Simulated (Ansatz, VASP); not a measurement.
## Two plane-wave programs on Al

```
Al
1.0
     0.00000    2.05171    1.96964
     2.05171    0.00000    1.96964
     2.05171    2.05171    0.00000
Al
1
Cartesian
  0.0000 0.0000 0.0000
```

Alike in both runs: task single point; functional PBEsol; dispersion D3(BJ); k mesh 22 × 22 × 22; occupations gaussian, width 0.15 eV; no spin polarisation.

|  | VASP | Ansatz |
| --- | --- | --- |
| version | VASP 6.6.1 | Ansatz 0.2.0 |
| potentials or method | VASP PAW PBE potentials, release 64 (Al), cutoff 520 eV | scalar-relativistic, plane waves, PAW |
| valence electrons in the cell | 3 | 3 |

```csv
,VASP,Ansatz,Ansatz less VASP
gap on the k mesh at the Fermi level (eV),none,none,-
pressure (GPa),-4.9,-4.9,-0.05
"traceless stress, the component that is largest in VASP (GPa)",1.48,1.47,-0.011
```

VASP's potentials were made for PBE, not for PBEsol. A gap of «none» marks a metal or a gap that the smearing closes.
